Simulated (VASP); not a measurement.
A run of VASP 6.6.1 is set up as follows.

Contents of INCAR:

```
SYSTEM = GeSb3O2
PREC = Accurate ; ENCUT = 520
EDIFF = 1E-6 ; ISMEAR = 0
SIGMA = 0.1 ; LREAL = .FALSE.
LASPH = .TRUE. ; NELM = 100
ALGO = Normal ; ISIF = 2
LWAVE = .FALSE. ; LCHARG = .FALSE.
GGA = PE ; NBANDS = 30
```

KPOINTS

```
Automatic mesh
0
G
  6 6 2
  0 0 0
```

Contents of POSCAR:

```
GeSb3O2
1.0
    3.5371531900      0.0000000000      0.0000000000
    0.0000000000      3.5371531900      0.0000000000
    0.0000000000      0.0000000000     12.3477353100
Ge Sb O
1 3 2
Direct
    0.5000000000      0.5000000000      0.1515834800
    0.0000000000      0.0000000000      0.6514509300
    0.0000000000      0.0000000000      0.3293667700
    0.5000000000      0.5000000000      0.8522117700
    0.0000000000      0.0000000000      0.0241090300
    0.5000000000      0.5000000000      0.4912769800
```

Potentials or basis: VASP PAW PBE potentials, release 64 (Ge_d, Sb, O).

Command:

```bash
$ cat potpaw_PBE.64/Ge_d/POTCAR potpaw_PBE.64/Sb/POTCAR potpaw_PBE.64/O/POTCAR > POTCAR
$ mpirun -np 1 vasp_std > vasp.out
```

Question: Predict the largest force.

Answer: 1.163 eV/Å.

Question: Estimate the pressure.

Answer: -13.3 GPa.

Forces on the atoms (eV/Å):
```
Ge   0.000  0.000 -1.163
Sb   0.000  0.000 -0.472
Sb   0.000  0.000  0.818
Sb   0.000  0.000  0.060
O    0.000  0.000  0.778
O    0.000  0.000 -0.021
```

Caveat: an odd number of electrons without spin polarisation forces a metal; a magnetic or distorted state may lie lower.
